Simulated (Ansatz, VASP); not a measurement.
Two plane-wave programs on LiGeBr3

```xyz
10
Lattice="-3.7595 3.7595 5.3488 3.7595 -3.7595 5.3488 3.7595 3.7595 -5.3488" Properties=species:S:1:pos:R:3 pbc="T T T"
Li    0.0000    3.7595    2.6744
Li    3.7595    0.0000    2.6744
Ge    0.0000    0.0000    5.3488
Ge    0.0000    0.0000    0.0000
Br    2.5258   -1.2337    5.3488
Br    1.2337    2.5258    5.3488
Br    0.0000    0.0000    8.0231
Br    1.2337    4.9932    0.0000
Br    2.5258    1.2337    0.0000
Br    0.0000    0.0000    2.6744
```

Alike in both runs: functional PBE; k mesh 4 × 4 × 4; occupations gaussian, width 0.1 eV; no spin polarisation.

Ansatz relaxed the structure, and its values are those at the end. VASP's run is a single point on that final structure, the one shown.

|  | VASP | Ansatz |
| --- | --- | --- |
| version | VASP 6.6.1 | Ansatz 0.2.0 |
| potentials or method | VASP PAW PBE potentials, release 64 (Li_sv, Ge_d, Br), cutoff 520 eV | scalar-relativistic, plane waves, PAW |
| valence electrons in the cell | 76 | 76 |

|  | VASP | Ansatz | Ansatz less VASP |
| --- | --- | --- | --- |
| gap on the k mesh at the Fermi level (eV) | 0.94 | 0.94 | +0.001 |
| least direct gap on the mesh (eV) | 0.94 | 0.94 | +0.001 |

Noted on VASP's run: the cutoff is under 1.25 times that of the potentials, so the pressure is a little rough.
